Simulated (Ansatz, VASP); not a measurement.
**One calculation of ZrC, two programs**

File INCAR:

```
SYSTEM = ZrC
ALGO = Normal ; EDIFF = 1E-6
ENCUT = 520 ; GGA = PS
ISIF = 2 ; ISMEAR = -1
LASPH = .True. ; LCHARG = .False.
LREAL = .False. ; LWAVE = .False.
NBANDS = 15 ; NELM = 100
PREC = Accurate ; SIGMA = 0.05
```

Contents of KPOINTS:

```
k-points
0
Gamma
  15 15 15
  0 0 0
```

POSCAR

```
ZrC
1.0
    0.0000000000      2.3580180640      2.3580180640
    2.3580180640      0.0000000000      2.3580180640
    2.3580180640      2.3580180640      0.0000000000
Zr C
1 1
Direct
    0.5000000000      0.5000000000      0.5000000000
    0.0000000000      0.0000000000      0.0000000000
```

Input for Ansatz:

```yaml
crystal:
  lattice:
    - [0.0, 2.358018064, 2.358018064]
    - [2.358018064, 0.0, 2.358018064]
    - [2.358018064, 2.358018064, 0.0]
  atoms:
    - { symbol: Zr, position: [0.5, 0.5, 0.5] }
    - { symbol: C, position: [0.0, 0.0, 0.0] }
kpoints:
  mp_grid: { grid: [15, 15, 15] }
  band_path:
    path:
      - [0.0, 0.0, 0.0]
      - [0.5, 0.0, 0.5]
      - [0.625, 0.25, 0.625]
      - [0.375, 0.375, 0.75]
      - [0.0, 0.0, 0.0]
      - [0.5, 0.5, 0.5]
      - [0.5, 0.25, 0.75]
      - [0.5, 0.0, 0.5]
    npoints: 5
scf:
  occupations: { method: fermi_dirac, width: 0.05 }
hamiltonian:
  xc: pbesol
  pseudopotentials: { kind: all_electron, lapw: { basis_error: 0.00025 } }
output:
  forces: true
  stress: true
  eigenvalues: true
```

Change from the starting cell: volume scaled by 1.01.

Alike in both runs: task single point; functional PBEsol; k mesh 15 × 15 × 15; occupations fermi-dirac, width 0.05 eV; no spin polarisation.

|  | VASP | Ansatz |
| --- | --- | --- |
| version | VASP 6.6.1 | Ansatz 0.2.0 |
| potentials or method | VASP PAW PBE potentials, release 64 (Zr_sv, C), cutoff 520 eV | all-electron LAPW, scalar-relativistic |

|  | VASP | Ansatz | Ansatz less VASP |
| --- | --- | --- | --- |
| pressure (GPa) | -6.4 | -6.6 | -0.29 |

VASP's potentials were made for PBE, not for PBEsol. Ansatz ran all-electron here, and VASP with PAW potentials.
